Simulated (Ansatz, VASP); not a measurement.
## Two plane-wave programs on ZnS

Contents of INCAR:

```
PREC = Accurate
ENCUT = 520
EDIFF = 1E-6
ISMEAR = 0
SIGMA = 0.02
LREAL = False
LASPH = True
NELM = 60
ALGO = Normal
ISIF = 2
LWAVE = False
LCHARG = False
GGA = PE
NBANDS = 26
```

The input KPOINTS:

```
regular mesh
0
Gamma
  9 9 6
```

Contents of POSCAR:

```
ZnS
1.0
    3.8109987816      0.0000000000      0.0000000000
   -1.9054993908      3.3004217586      0.0000000000
    0.0000000000      0.0000000000      6.2340000000
Zn S
2 2
Direct
    0.3333333333      0.6666666667      0.0000000000
    0.6666666667      0.3333333333      0.5000000000
    0.3333333333      0.6666666667      0.3850000000
    0.6672910813      0.3450833467      0.8832370869
```

Input for Ansatz:

```yaml
crystal:
  lattice:
    - [3.8109987816, 0.0, 0.0]
    - [-1.9054993908, 3.3004217586, 0.0]
    - [0.0, 0.0, 6.234]
  atoms:
    - { symbol: Zn, position: [0.3333333333, 0.6666666667, 0.0] }
    - { symbol: Zn, position: [0.6666666667, 0.3333333333, 0.5] }
    - { symbol: S, position: [0.3333333333, 0.6666666667, 0.385] }
    - { symbol: S, position: [0.6672910813, 0.3450833467, 0.8832370869] }
basis:
  ecutwfc: 420
kpoints:
  mp_grid: { grid: [9, 9, 6] }
hamiltonian:
  xc: pbe
scf:
  occupations: { method: gaussian, width: 0.02 }
output:
  forces: true
  stress: true
  eigenvalues: true
```

Change from the starting cell: one atom moved.

Alike in both runs: task single point; functional PBE; k mesh 9 × 9 × 6; occupations gaussian, width 0.02 eV; no spin polarisation.

|  | VASP | Ansatz |
| --- | --- | --- |
| version | VASP 6.6.1 | Ansatz 0.2.0 |
| potentials or method | VASP PAW PBE potentials, release 64 (Zn, S), cutoff 520 eV | scalar-relativistic, plane waves, PAW |
| valence electrons in the cell | 36 | 36 |

|  | VASP | Ansatz | Ansatz less VASP |
| --- | --- | --- | --- |
| gap on the k mesh at the Fermi level (eV) | 2.24 | 2.24 | -0.005 |
| least direct gap on the mesh (eV) | 2.24 | 2.24 | -0.005 |
| pressure (GPa) | 2.5 | 2.3 | -0.19 |
| traceless stress, the component that is largest in VASP (GPa) | -1.27 | -1.25 | +0.021 |
| rms of the force components (eV/Å) | 0.216 | 0.214 | -0.0019 |

Atom by atom the forces differ by 0.002 eV/Å (rms over components).
